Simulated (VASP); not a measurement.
Here is a VASP 6.6.1 calculation.

Contents of INCAR:

```
SYSTEM = Cd7S6
  ALGO = Normal
  EDIFF = 1E-6
  ENCUT = 520
  GGA = PE
  ISIF = 2
  ISMEAR = 0
  LASPH = .True.
  LCHARG = .False.
  LREAL = .False.
  LWAVE = .False.
  NBANDS = 72
  NELM = 60
  PREC = Accurate
  SIGMA = 0.02
```

Contents of KPOINTS:

```
k-points
0
Gamma
  2 2 2
  0 0 0
```

The input POSCAR:

```
Cd7S6
1.0
    0.0000000000      0.0000000000      6.8307328177
   -6.2959774510     -3.6349842762      0.0000000000
    6.2959774511     -3.6349842761      0.0000000000
Cd S
7 6
Direct
    0.4950855333      0.3485585590      0.3485611003
    0.4950648913      1.0000096090      0.6514203681
    0.4950828982      0.6514662999      0.0000044686
    0.0034617076      0.3166283571      1.0000007220
    0.0033921690      0.9999881306      0.3166302194
    0.0034423832      0.6833585010      0.6833712075
   -0.2950717081      0.0000076540     -0.0000172826
    0.8804124185      0.3596288235      0.3596262822
    0.8803951436      0.9999943017      0.6403850087
    0.8804106617      0.6403559455     -0.0000073709
    0.3736077912      0.3289182078      0.9999992326
    0.3735499643      1.0000096988      0.3288956370
    0.3735921267      0.6711064060      0.6710900464
```

Potentials or basis: VASP PAW PBE potentials, release 64 (Cd, S).

The run is started by

```sh
$ cat potpaw_PBE.64/Cd/POTCAR potpaw_PBE.64/S/POTCAR > POTCAR
$ mpirun -np 1 vasp_std > vasp.out
```

(1) What does it give for the band gap on the k mesh?

(2) What does it give for the pressure?

(3) What does it give for the largest force?

## Answers

(1) 0.48 eV.

(2) 4.5 GPa.

(3) 0.013 eV/Å.

Caveat: the k points lie up to 0.50 Å⁻¹ apart.
